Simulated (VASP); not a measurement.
A run of VASP 6.6.1 is set up as follows.

INCAR

```
SYSTEM = Ni
ALGO = Normal
EDIFF = 1E-7
ENCUT = 520
GGA = PE
ISIF = 2
ISMEAR = 0
LASPH = .TRUE.
LCHARG = .FALSE.
LREAL = .FALSE.
LWAVE = .FALSE.
NBANDS = 11
NELM = 80
PREC = Accurate
SIGMA = 0.15
```

KPOINTS

```
k-points
0
G
  24 24 24
  0 0 0
```

Contents of POSCAR:

```
Ni
1.0
    0.0000000000      1.7232110558      1.7232110558
    1.7232110558      0.0000000000      1.7232110558
    1.7232110558      1.7232110558      0.0000000000
Ni
1
Direct
    0.0000000000      0.0000000000      0.0000000000
```

Potentials or basis: VASP PAW PBE potentials, release 64 (Ni).

The run is started by

```sh
$ cat potpaw_PBE.64/Ni/POTCAR > POTCAR
$ mpirun -np 1 vasp_std > vasp.out
```

Task: Estimate the band gap on the k mesh.

Result: Zero (band 5 reaches 10.28 eV, above the bottom of band 6 at 9.22 eV).

Task: What does it give for the pressure?

Result: 13.1 GPa.

Caveat: the run has no spin polarisation, though such a crystal can be magnetic. Spin polarisation is off, so any magnetic state and its effect on volume and gap are missing.
